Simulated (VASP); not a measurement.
# PbS (R3m) in VASP: notebook

PbS is run at these levels: revPBE, LDA, PBE, BLYP+D3(BJ); tasks: single point.

Program: VASP 6.6.1. These are calculated values, not measurements. Logs are shortened: lines on timing, memory, paths and dates and some standing lists are left out, and cuts for length are marked.

### 1 The cell of the first run

It takes space group R3m (No. 160, trigonal). The conventional cell has a = 4.225 Å, b = 4.225 Å, c = 10.356 Å, α = 90.00°, β = 90.00°, γ = 120.00°. Pb (site symmetry 3m) has 6 S at 2.96 to 3.02 Å within 3.9 Å. S (site symmetry 3m) has 6 Pb at 2.96 to 3.02 Å within 3.9 Å.

### 2 Single point, revPBE

The input, INCAR:

```
  PREC = Accurate
  ENCUT = 500
  EDIFF = 1E-6
  ISMEAR = -1
  SIGMA = 0.058
  LREAL = False
  LASPH = True
  NELM = 120
  ALGO = Normal
  ISIF = 2
  LWAVE = False
  LCHARG = True
  GGA = RE
  LELF = True
  LVHAR = True
  NBANDS = 17
  ISYM = 0
  GGA_COMPAT = False
```

The input, KPOINTS:

```
Automatic mesh
0
Gamma
  6 2 2
  0.01 0.93 0.43
```

The input, POSCAR:

```
PbS
1.0
    2.1126617058      1.2197458045      3.4519162518
   -2.1126617058      1.2197458045      3.4519162518
    0.0000000000     -2.4394916091      3.4519162518
Pb S
1 1
Direct
    1.1875657800      1.5605657800      1.8975657800
    0.6820355500      1.0550355500      1.3920355500
```

Potentials or basis: VASP PAW PBE potentials, release 64 (Pb_d, S).

The run is started by

```sh
cat potpaw_PBE.64/Pb_d/POTCAR potpaw_PBE.64/S/POTCAR > POTCAR
mpirun -np 1 vasp_std > vasp.out
```

OUTCAR:

```text
PREC = Accurate
   ENCUT = 500
   EDIFF = 1E-6
   ISMEAR = -1
   LREAL = False
   LASPH = True
   NELM = 120
   ISIF = 2
   GGA = RE
   ISYM = 0

 ion  position               nearest neighbor table
   1  0.188  0.561  0.898-   2 2.96   2 2.96   2 2.96   2 3.02   2 3.02   2 3.02
   2  0.682  0.055  0.392-   1 2.96   1 2.96   1 2.96   1 3.02   1 3.02   1 3.02

IMPORTANT INFORMATION: All symmetrisations will be switched off!
NOSYMM: (Re-)initialisation of all symmetry stuff for point group C_1.

----------------------------------------------------------------------------------------

                                     Primitive cell

  volume of cell :      53.3717

  direct lattice vectors                    reciprocal lattice vectors
     2.112661706  1.219745805  3.451916252     0.236668274  0.136640492  0.096564722
    -2.112661706  1.219745805  3.451916252    -0.236668274  0.136640492  0.096564722
     0.000000000 -2.439491609  3.451916252     0.000000000 -0.273280984  0.096564722

  length of vectors
     4.226919105  4.226919105  4.226919105     0.289840028  0.289840028  0.289840028

  position of ions in fractional coordinates (direct lattice)
     0.187565780  0.560565780  0.897565780
     0.682035550  0.055035550  0.392035550

  ion indices of the primitive-cell ions
   primitive index   ion index
                 1           1
                 2           2

----------------------------------------------------------------------------------------

 KPOINTS: Automatic mesh

Automatic generation of k-mesh.
 Grid dimensions read from file:
 generate k-points for:    6    2    2

 Generating k-lattice:

  Cartesian coordinates                     Fractional coordinates (reciprocal lattice)
     0.039444712  0.022773415  0.016094120     0.166666667  0.000000000  0.000000000
    -0.118334137  0.068320246  0.048282361     0.000000000  0.500000000  0.000000000
     0.000000000 -0.136640492  0.048282361     0.000000000  0.000000000  0.500000000

  Length of vectors
     0.048306671  0.144920014  0.144920014

  Shift w.r.t. Gamma in fractional coordinates (k-lattice)
     0.010000000  0.930000000  0.430000000

 -----------------------------------------------------------------------------
|                                                                             |
|           W    W    AA    RRRRR   N    N  II  N    N   GGGG   !!!           |
|           W    W   A  A   R    R  NN   N  II  NN   N  G    G  !!!           |
|           W    W  A    A  R    R  N N  N  II  N N  N  G       !!!           |
|           W WW W  AAAAAA  RRRRR   N  N N  II  N  N N  G  GGG   !            |
|           WW  WW  A    A  R   R   N   NN  II  N   NN  G    G                |
|           W    W  A    A  R    R  N    N  II  N    N   GGGG   !!!           |
|                                                                             |
|     Your reciprocal lattice and k-lattice belong to different lattice       |
|     classes:                                                                |
|                                                                             |
|        The reciprocal lattice is rhombohedral (trigonal),                   |
|        whereas your k-lattice is base-centered monoclinic.                  |
|                                                                             |
|     Results are often still useful ...                                      |
|                                                                             |
 -----------------------------------------------------------------------------

 WARNING: IBZKPT: internal override: KBLOWUP is changed to .FALSE.
      ... skipping the blow-up phase ...

 Subroutine IBZKPT returns following result:
 ===========================================

 Found     24 irreducible k-points:

 Following reciprocal coordinates:
            Coordinates               Weight
  0.001667 -0.035000  0.215000      1.000000
  0.168333 -0.035000  0.215000      1.000000
  0.335000 -0.035000  0.215000      1.000000
 -0.498333 -0.035000  0.215000      1.000000
 -0.331667 -0.035000  0.215000      1.000000
 -0.165000 -0.035000  0.215000      1.000000
[... 16 lines left out ...]
 -0.331667  0.465000 -0.285000      1.000000
 -0.165000  0.465000 -0.285000      1.000000
   k-points           NKPTS =     24   k-points in BZ     NKDIM =     24   number of bands    NBANDS=     17
   number of dos      NEDOS =    301   number of ions     NIONS =      2
   total plane-waves  NPLWV =  32768
   dimension x,y,z NGX =    32 NGY =   32 NGZ =   32
   dimension x,y,z NGXF=    64 NGYF=   64 NGZF=   64
   ions per type =               1   1
   NGX,Y,Z   is equivalent  to a cutoff of  12.59, 12.59, 12.59 a.u.
   NGXF,Y,Z  is equivalent  to a cutoff of  25.17, 25.17, 25.17 a.u.
 SYSTEM =  unknown system
   PREC   = accura    normal or accurate (medium, high low for compatibility)
   ISTART =      0    job   : 0-new  1-cont  2-samecut
   ICHARG =      2    charge: 1-file 2-atom 10-const
   ISPIN  =      1    spin polarized calculation?
   LNONCOLLINEAR =      F non collinear calculations
   LSORBIT =      F    spin-orbit coupling
   LASPH  =      T    aspherical Exc in radial PAW
   ENCUT  =  500.0 eV  36.75 Ry    6.06 a.u.   7.71  7.71  7.71*2*pi/ulx,y,z
   NELM   =    120;   NELMIN=  2; NELMDL= -5     # of ELM steps
   EDIFF  = 0.1E-05   stopping-criterion for ELM
   LREAL  =      F    real-space projection
   EDIFFG = 0.1E-04   stopping-criterion for IOM
   NSW    =      0    number of steps for IOM
   IBRION =     -1    ionic relax: 0-MD 1-quasi-New 2-CG
   NFREE  =      0    steps in history (QN), initial steepest desc. (CG)
   ISIF   =      2    stress and relaxation
   ISYM   =      0    0-nonsym 1-usesym 2-fastsym
   POTIM  = 0.5000    time-step for ionic-motion
   TEBEG  =    0.0;   TEEND  =   0.0 temperature during run
   PSTRESS=    0.0 pullay stress
   NELECT =      20.0000    total number of electrons
   NUPDOWN=      -1.0000    fix difference up-down
   EMIN   =  10.00;   EMAX   =-10.00  energy-range for DOS
   EFERMI =   0.00;   METHOD = LEGACY
   ISMEAR =    -1;   SIGMA  =   0.06  broadening in eV -4-tet -1-fermi 0-gaus
   EFERMI_NEDOS =   21; number of points for ismear=-14 and -15
   IALGO  =     38    algorithm
   IMIX   =      4    mixing-type and parameters
     AMIX     =   0.40;   BMIX     =  1.00
     AMIX_MAG =   1.60;   BMIX_MAG =  1.00
  volume/ion in A,a.u.               =      26.69       180.08
  Fermi-wavevector in a.u.,A,eV,Ry     =   1.180270  2.230386 18.953411  1.393036
  Thomas-Fermi vector in A             =   2.316565
   LORBIT       =      0    0 simple, 1 ext, 2 COOP (PROOUT), +10 PAW based schemes
   GGA     = RE    functional components
   LHFCALC =     F    Hartree Fock is set to
   AEXX    =    0.0000 exact exchange contribution
   IVDW    =     0    specifies the selected vdW correction
   LEPSILON=     F    determine dielectric tensor
   LRPA    =     F    only Hartree local field effects (RPA)
 non-spin polarized calculation
  energy-cutoff  :      500.00
  volume of cell :       53.37
 maximum number of plane-waves:      1361
   NGX = 15   NGY = 15   NGZ = 15

 number of electron      20.0000001 magnetization

 Free energy of the ion-electron system (eV)
  ---------------------------------------------------
  ext. energy  EPLUGINS =         0.00000000
  ---------------------------------------------------
  free energy    TOTEN  =        -8.24900341 eV

  energy without entropy =       -8.24900340  energy(sigma->0) =       -8.24900341

 E-fermi :   5.9968     XC(G=0):  -9.4601

 val. band max:        4.9652724595   @ k =   0.1683  -0.0350  -0.2850
 cond. band min:       7.0116273472   @ k =   0.1683  -0.0350  -0.2850
 fundamental gap:      2.0463548876
 Fermi energy:         5.9967978871

 k-point     1 :       0.0017   -0.0350    0.2150
  band No.  band energies     occupation
      1     -11.2248      2.00000
      2     -11.2242      2.00000
      3     -11.2002      2.00000
      4     -11.1867      2.00000
      5     -11.1809      2.00000
      6      -7.3928      2.00000
[... 9 lines left out ...]
     16      13.6980      0.00000
     17      16.6821      0.00000

 k-point     2 :       0.1683   -0.0350    0.2150
  band No.  band energies     occupation
      1     -11.2349      2.00000
      2     -11.2181      2.00000
      3     -11.2063      2.00000
      4     -11.1850      2.00000
      5     -11.1797      2.00000
      6      -7.3156      2.00000
[... 9 lines left out ...]
     16      14.7650      0.00000
     17      15.3481      0.00000

 k-point     3 :       0.3350   -0.0350    0.2150
  band No.  band energies     occupation
      1     -11.2588      2.00000
      2     -11.2274      2.00000
      3     -11.1885      2.00000
      4     -11.1831      2.00000
      5     -11.1701      2.00000
      6      -6.8825      2.00000
[... 9 lines left out ...]
     16      15.8699      0.00000
     17      16.5653      0.00000

 k-point     4 :      -0.4983   -0.0350    0.2150
  band No.  band energies     occupation
      1     -11.2676      2.00000
      2     -11.2141      2.00000
      3     -11.1990      2.00000
      4     -11.1758      2.00000
      5     -11.1685      2.00000
      6      -6.4382      2.00000
[... 9 lines left out ...]
     16      16.3616      0.00000
     17      17.0077      0.00000
[... 343 lines left out ...]
      1     -11.2710      2.00000
      2     -11.2097      2.00000
      3     -11.1946      2.00000
      4     -11.1810      2.00000
      5     -11.1685      2.00000
      6      -6.4470      2.00000
[... 9 lines left out ...]
     16      16.3957      0.00000
     17      16.9760      0.00000

 k-point    23 :      -0.3317    0.4650   -0.2850
  band No.  band energies     occupation
      1     -11.2408      2.00000
      2     -11.2162      2.00000
      3     -11.1982      2.00000
      4     -11.1938      2.00000
      5     -11.1692      2.00000
      6      -6.5860      2.00000
[... 9 lines left out ...]
     16      15.1370      0.00000
     17      16.8397      0.00000

 k-point    24 :      -0.1650    0.4650   -0.2850
  band No.  band energies     occupation
      1     -11.2551      2.00000
      2     -11.2126      2.00000
      3     -11.1981      2.00000
      4     -11.1902      2.00000
      5     -11.1668      2.00000
      6      -6.5409      2.00000
[... 9 lines left out ...]
     16      15.8053      0.00000
     17      16.9703      0.00000

------------------------ aborting loop because EDIFF is reached ----------------------------------------

  FORCE on cell =-STRESS in cart. coord.  units (eV):
  Direction    XX          YY          ZZ          XY          YZ          ZX
  --------------------------------------------------------------------------------------
  -------------------------------------------------------------------------------------
  Total        0.7610549      0.2348300      0.8129479      0.2221711      0.4406141     -0.2869504
  in kB       22.8462959      7.0494201     24.4040830      6.6694093     13.2269047     -8.6140356
  external PRESSURE =      18.0999330 kB  Pullay stress =       0.0000000 kB

 VOLUME and BASIS-vectors are now :
 -----------------------------------------------------------------------------
  energy-cutoff  :      500.00
  volume of cell :       53.37
      direct lattice vectors                 reciprocal lattice vectors
     2.112661706  1.219745805  3.451916252     0.236668274  0.136640492  0.096564722
    -2.112661706  1.219745805  3.451916252    -0.236668274  0.136640492  0.096564722
     0.000000000 -2.439491609  3.451916252     0.000000000 -0.273280984  0.096564722

 POSITION                                       TOTAL-FORCE (eV/Angst)
 -----------------------------------------------------------------------------------
     -0.78802     -1.27707      5.68081        -0.008917     -0.000524     -0.050820
      1.32464     -0.05733      3.89758         0.008917      0.000524      0.050820
 -----------------------------------------------------------------------------------
    total drift:                               -0.000070     -0.000047     -0.000188

  FREE ENERGIE OF THE ION-ELECTRON SYSTEM (eV)
  ---------------------------------------------------
  free  energy   TOTEN  =        -8.2490034100 eV

  energy  without entropy=       -8.2490034021  energy(sigma->0) =       -8.24900341
```

Wall time 36 s (1 thread of Intel Xeon 8259CL, shared host); peak memory 0.18 GiB.

Results:

| Property | Result |
| --- | --- |
| Free energy | -8.2490 eV |
| Pressure | 1.8 GPa |
| Largest force | 0.052 eV/Å |
| Band gap on the k mesh | 2.05 eV |

Forces on the atoms (eV/Å):
```
Pb  -0.009 -0.001 -0.051
S    0.009  0.001  0.051
```

Stress tensor (GPa, compression positive):
```
 2.28  0.67 -0.86
 0.67  0.70  1.32
-0.86  1.32  2.44
```

Levels at points of the mesh, in eV from the valence-band top:
| k point | band 6 | band 7 | band 8 | band 9 | band 10 | band 11 | band 12 | band 13 | band 14 | band 15 |
| --- | --- | --- | --- | --- | --- | --- | --- | --- | --- | --- |
| (0.00, -0.04, 0.21) | -12.36 | -6.56 | -1.48 | -1.21 | -0.57 | 3.25 | 3.96 | 4.39 | 7.52 | 8.28 |

Caveat: the k points lie up to 0.86 Å⁻¹ apart; the PAW data sets were made with another functional, which shifts forces and pressure a little; spin-orbit coupling is left out, which moves the levels of the heavy elements; a shifted mesh leaves out Γ, where band edges can lie. A k mesh can miss the band edges.

### 3 Single point, LDA

The input, INCAR:

```
PREC = Accurate
ENCUT = 500
EDIFF = 1E-6
ISMEAR = 0
SIGMA = 0.13605693122994
LREAL = False
LASPH = True
NELM = 120
ALGO = Normal
ISIF = 2
LWAVE = False
LCHARG = True
LELF = True
LVHAR = True
NBANDS = 17
GGA_COMPAT = False
```

The input, KPOINTS:

```
Automatic mesh
0
Gamma
  5 5 5
```

The input, POSCAR:

```
PbS
1.0
    2.1126617058      1.2197458045      3.4519162518
   -2.1126617058      1.2197458045      3.4519162518
    0.0000000000     -2.4394916091      3.4519162518
Pb S
1 1
Direct
    0.9805657800      0.9805657800      0.9805657800
    0.4750355500      0.4750355500      0.4750355500
```

Potentials or basis: VASP PAW LDA potentials, release 64 (Pb_d, S).

The run is started by

```sh
cat potpaw_LDA.64/Pb_d/POTCAR potpaw_LDA.64/S/POTCAR > POTCAR
mpirun -np 1 vasp_std > vasp.out
```

Wall time 20 s (1 thread of Intel Xeon 8259CL, shared host); peak memory 0.15 GiB.

Results (log left out):

```yaml
Free_energy: -9.9731 eV
Pressure: -3.9 GPa
Largest_force: 0.006 eV/Å
```

Forces on the atoms (eV/Å):
```
Pb   0.000  0.000  0.006
S    0.000  0.000 -0.006
```

Levels at points of the mesh, in eV from the Fermi level:
```csv
k point,band 8,band 9,band 10,band 11,band 12,band 13
"(0.00, 0.00, 0.00)",-2.28,-2.28,-2.28,4.75,4.77,4.77
```

Caveat: this odd mesh misses L, so gap, dielectric constants and Born charges aren't listed; the cell stands under tension; spin-orbit coupling is left out, which moves the levels of the heavy elements.

### 4 Single point, PBE

The input, INCAR:

```
SYSTEM = PbS
ALGO = Normal
EDIFF = 1E-6
ENCUT = 500
GGA = PE
GGA_COMPAT = .False.
ISIF = 2
ISMEAR = 0
ISYM = 0
LASPH = .True.
LCHARG = .False.
LREAL = .False.
LWAVE = .False.
NBANDS = 17
NELM = 120
PREC = Accurate
SIGMA = 0.1
```

The input, KPOINTS:

```
Automatic mesh
0
Gamma
  2 5 4
  0.5 0.5 0
```

POSCAR is that of step 3.

Potentials or basis: VASP PAW PBE potentials, release 64 (Pb_d, S).

The run is started by

```sh
cat potpaw_PBE.64/Pb_d/POTCAR potpaw_PBE.64/S/POTCAR > POTCAR
mpirun -np 1 vasp_std > vasp.out
```

Run time: 27 s. Hardware: 1 thread of Intel Xeon 8259CL, shared host; peak memory 0.18 GiB.

Results (log left out):

- Free energy: -8.8513 eV
- Pressure: 0.4 GPa
- Largest force: 0.035 eV/Å
- Band gap on the k mesh: 2.16 eV (least direct gap 2.24 eV)

Forces on the atoms (eV/Å):
```
Pb  -0.004  0.002 -0.035
S    0.004 -0.002  0.035
```

Stress tensor (GPa, compression positive):
```
 0.59 -0.26 -0.64
-0.26  0.85 -0.56
-0.64 -0.56 -0.20
```

Levels at points of the mesh, in eV from the valence-band top:
```csv
k point,band 8,band 9,band 10,band 11,band 12,band 13
"(0.25, 0.10, 0.00)",-1.58,-1.48,-0.29,2.81,4.50,4.79
```

Caveat: the k points lie up to 0.75 Å⁻¹ apart; spin-orbit coupling is left out, which moves the levels of the heavy elements; a shifted mesh leaves out Γ, where band edges can lie. A k mesh can miss the band edges.

### 5 Single point, BLYP+D3(BJ)

The input, INCAR:

```
AGGAC = 1.0
AGGAX = 1.0
ALDAC = 0.0
ALDAX = 1.0
ALGO = Normal
EDIFF = 1E-6
ENCUT = 500
GGA = B5
GGA_COMPAT = False
ISIF = 2
ISMEAR = 1
ISYM = 0
IVDW = 12
LASPH = True
LCHARG = False
LREAL = False
LWAVE = False
NBANDS = 17
NELM = 120
PREC = Accurate
SIGMA = 0.1
VDW_A1 = 0.4298
VDW_A2 = 4.2359
VDW_S6 = 1.0
VDW_S8 = 2.6996
```

The input, KPOINTS:

```
k-points
0
Gamma
  2 4 7
```

POSCAR is that of step 4.

The run is started by

```sh
cat potpaw_PBE.64/Pb_d/POTCAR potpaw_PBE.64/S/POTCAR > POTCAR
mpirun -np 1 vasp_std > vasp.out
```

It took 46 s on 1 thread of Intel Xeon 8259CL, shared host; peak memory 0.19 GiB.

It converged, with:

* Free energy: -9.1918 eV
* Pressure: 0.2 GPa
* Largest force: 0.003 eV/Å
* Dispersion energy per atom: -0.786 eV

Forces on the atoms (eV/Å):
```
Pb   0.002 -0.002 -0.001
S   -0.002  0.002  0.001
```

Stress tensor (GPa, compression positive):
```
 0.00  0.18  0.82
 0.18 -0.23  0.50
 0.82  0.50  0.77
```

Levels at points of the mesh, in eV from the Fermi level:
| k point | band 6 | band 7 | band 8 | band 9 | band 10 | band 11 | band 12 | band 13 | band 14 | band 15 |
| --- | --- | --- | --- | --- | --- | --- | --- | --- | --- | --- |
| (0.00, 0.00, 0.00) | -13.42 | -6.22 | -2.10 | -2.08 | -2.08 | 4.94 | 4.97 | 4.98 | 6.93 | 6.94 |
| (0.50, 0.00, 0.00) | -12.22 | -8.83 | -1.72 | -1.69 | -0.08 | 0.46 | 1.93 | 1.95 | 8.90 | 10.21 |
| (0.00, 0.50, 0.00) | -12.22 | -8.83 | -1.71 | -1.69 | -0.09 | 0.47 | 1.93 | 1.96 | 8.89 | 10.21 |
| (0.50, 0.50, 0.00) | -11.84 | -7.35 | -4.96 | -3.30 | -3.30 | 4.17 | 5.44 | 5.46 | 5.50 | 11.19 |

Caveat: the k points lie up to 0.75 Å⁻¹ apart; this odd mesh misses L, so gap, dielectric constants and Born charges aren't listed; the PAW data sets were made with another functional, which shifts forces and pressure a little; spin-orbit coupling is left out, which moves the levels of the heavy elements.

### 6 The runs side by side

| level | potentials or basis | k mesh | smearing | gap on the mesh (eV) | pressure (GPa) | largest force (eV/Å) |
| --- | --- | --- | --- | --- | --- | --- |
| revPBE | VASP PAW PBE potentials, release 64 (Pb_d, S) | 6 × 2 × 2, shifted | fermi-dirac 0.058 eV | 2.05 | 1.8 | 0.05 |
| LDA | VASP PAW LDA potentials, release 64 (Pb_d, S) | 5 × 5 × 5 | gaussian 0.136057 eV | - | -3.9 | 0.01 |
| PBE | VASP PAW PBE potentials, release 64 (Pb_d, S) | 2 × 5 × 4, shifted | gaussian 0.1 eV | 2.16 | 0.4 | 0.04 |
| BLYP+D3(BJ) | VASP PAW PBE potentials, release 64 (Pb_d, S) | 2 × 4 × 7 | methfessel-paxton 0.1 eV | - | 0.2 | - |

Alike in all rows: task single point; no spin polarisation; cell as given; cutoff (eV) 500.

Caveats: some runs use coarse meshes; spin-orbit coupling is left out, which moves the levels of the heavy elements; the PAW data sets were made with another functional, which shifts forces and pressure a little (at least some runs); a shifted mesh leaves out Γ, where band edges can lie (at least some runs); the cell stands under tension (at least some runs).

Total energies depend on the potentials used, so only differences within one code and one set of settings carry meaning.
